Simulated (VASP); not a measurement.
# BN: single point with PBE+D3(BJ)

BN:

```xyz
8
Lattice="0.0000 0.0000 4.3377 2.5077 3.3395 2.1688 -2.5077 3.3395 2.1688" Properties=species:S:1:pos:R:3 pbc="T T T"
B     1.2538    3.3395    4.3381
B    -1.2538    3.3395    4.3381
B     0.0000    3.3395    2.1693
B     2.5077    3.3395    2.1693
N     1.3246    3.4102    2.8915
N    -1.2538    3.3395    2.8915
N     0.0000    3.3395    5.0603
N     0.0000    0.0000    2.8915
```

This cell differs from its parent crystal: atom 5 (N) moved +0.100 Å along Cartesian [1 1 0].

- Program: VASP 6.6.1
- Task: single point
- Functional: PBE
- Dispersion: D3(BJ)
- Potentials or basis: VASP PAW PBE potentials, release 64 (B, N)
- Cutoff: 520 eV
- k mesh: 6 × 6 × 6
- Occupations: gaussian, width 0.05 eV
- Spin: no spin polarisation

- Pressure: 0.4 GPa
- Largest force: 3.849 eV/Å
- Band gap on the k mesh: 3.61 eV
- Dispersion energy per atom: -0.140 eV

Forces on the atoms (eV/Å):
```
B    0.581  0.364 -0.055
B   -0.144 -0.042 -0.003
B    1.026  0.336  0.364
B    1.445  0.214 -0.654
N   -3.792 -0.555  0.361
N    0.719 -0.115  0.000
N    0.089 -0.088 -0.046
N    0.075 -0.114  0.033
```

Stress tensor (GPa, compression positive):
```
 1.00 -0.59 -1.94
-0.59 -0.23  0.09
-1.94  0.09  0.55
```

Levels at points of the mesh, in eV from the valence-band top:
```csv
k point,band 14,band 15,band 16,band 17,band 18,band 19
"(0.00, 0.00, 0.00)",-1.63,-1.61,-1.24,3.61,5.00,5.75
"(0.50, 0.00, 0.00)",-3.02,-1.12,-1.00,4.38,4.62,7.84
"(0.50, 0.50, 0.50)",-3.01,-1.13,-1.03,4.46,4.67,7.85
"(0.00, 0.50, 0.00)",-2.88,-0.40,-0.32,4.50,4.63,8.00
"(0.00, 0.00, 0.50)",-2.89,-0.37,-0.35,4.55,4.58,7.85
"(0.50, 0.50, 0.00)",-3.45,-2.01,-1.85,6.91,7.22,7.46
"(0.50, 0.00, 0.50)",-3.48,-1.96,-1.80,6.97,7.27,7.38
"(0.00, 0.50, 0.50)",-0.83,-0.68,-0.41,5.25,5.47,5.95
```

Run time: 5.1 min on 1 thread of Intel Xeon 8259CL, on a shared host, peak memory 0.3 GiB.

Caveat: the cell differs from its parent crystal (atom 5 (N) moved +0.100 Å along Cartesian [1 1 0]); forces of over 1 eV/Å act on the atoms, so gaps and moduli don't describe the material at rest. A k mesh can miss the band edges.
